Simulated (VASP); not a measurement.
Wanted: the native input for a VASP 6.6.1 run.

| Item | Value |
| --- | --- |
| Task | single point |
| Functional | PBE |
| Potentials or basis | VASP PAW PBE potentials, release 64 (Li_sv, F) |
| Cutoff | 520 eV |
| k mesh | 10 × 10 × 10 |
| Occupations | gaussian, width 0.02 eV |
| Spin | no spin polarisation |
| Dipole correction | no |
| Further INCAR settings | ALGO = Normal; EDIFF = 1e-06; NBANDS = 12 |

The structure of LiF lies in POSCAR:

```
LiF
1.0
    0.0000000000      2.0335339348      2.0335339348
    2.0335339348      0.0000000000      2.0335339348
    2.0335339348      2.0335339348      0.0000000000
Li F
1 1
Direct
    0.0000000000      0.0000000000      0.0000000000
    0.5000000000      0.5000000000      0.5000000000
```

The input as run:

INCAR

```
SYSTEM = LiF
  ALGO = Normal
  EDIFF = 1E-6
  ENCUT = 520
  GGA = PE
  ISIF = 2
  ISMEAR = 0
  LASPH = .TRUE.
  LCHARG = .TRUE.
  LELF = .TRUE.
  LREAL = .FALSE.
  LVHAR = .TRUE.
  LWAVE = .FALSE.
  NBANDS = 12
  NELM = 100
  PREC = Accurate
  SIGMA = 0.02
```

KPOINTS

```
k-points
0
G
  10 10 10
  0 0 0
```

Potentials or basis: VASP PAW PBE potentials, release 64 (Li_sv, F).

The run is started by

```bash
$ cat potpaw_PBE.64/Li_sv/POTCAR potpaw_PBE.64/F/POTCAR > POTCAR
$ mpirun -np 1 vasp_std > vasp.out
```

Results of the run:

| Item | Value |
| --- | --- |
| Band gap on the k mesh | 8.83 eV, direct |

It took 7.5 s on 1 thread of Intel(R) Xeon(R) 6975P-C (Granite Rapids), with other jobs on the host, peak memory 0.13 GiB.
